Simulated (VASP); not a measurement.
Here is a VASP 6.6.1 calculation.

Contents of INCAR:

```
  ALGO = Normal
  EDIFF = 1E-6
  ENCUT = 520
  GGA = PE
  ISIF = 2
  ISMEAR = 0
  LASPH = True
  LCHARG = False
  LREAL = False
  LWAVE = False
  NBANDS = 10
  NELM = 60
  PREC = Accurate
  SIGMA = 0.05
```

Contents of KPOINTS:

```
k-points
0
Gamma
  10 10 10
```

POSCAR

```
Br
1.0
    0.0000000000     -2.8469834100      0.0000000000
    2.8469834100      0.0000000000      0.0000000000
   -1.4234917050      1.4234917050      3.5775173700
Br
1
Direct
    0.0000000000      0.0000000000      0.0000000000
```

Potentials or basis: VASP PAW PBE potentials, release 64 (Br).

Run with:

```sh
$ cat potpaw_PBE.64/Br/POTCAR > POTCAR
$ mpirun -np 1 vasp_std > vasp.out
```

**Question.** Predict the pressure.

**Answer.** 1.4 GPa.

Stress tensor (GPa, compression positive):
```
1.29 0.00 0.00
0.00 1.29 0.00
0.00 0.00 1.56
```

Caveat: an odd number of electrons without spin polarisation forces a metal; a magnetic or distorted state may lie lower.
